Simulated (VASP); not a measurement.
Al: single point with PBE

Crystal: Al.

```
Al
1.0
     0.00000    2.01040    2.01040
     2.01040    0.00000    2.01040
     2.01040    2.01040    0.00000
Al
1
Cartesian
  0.0000 0.0000 0.0000
```

This cell differs from its parent crystal: volume scaled by 0.98.

```json
{"Program": "VASP 6.6.1", "Task": "single point", "Functional": "PBE", "Potentials or basis": "VASP PAW PBE potentials, release 64 (Al)", "Cutoff": "520 eV", "k mesh": "14 × 14 × 14", "Occupations": "fermi-dirac, width 0.05 eV", "Spin": "no spin polarisation"}
```

The pressure is 0.9 GPa.

Levels at points of the mesh, in eV from the Fermi level:
```tsv
k point	band 1	band 2	band 3	band 4
(0.00, 0.00, 0.00)	-11.21	12.74	12.74	12.74
(0.50, 0.00, 0.00)	-4.62	-4.37	11.56	11.56
(0.50, 0.50, 0.00)	-2.93	-1.57	5.29	5.70
```

Wall time 9 s on 1 thread of Intel Xeon 6975P-C (shared host), peak memory 0.13 GiB.
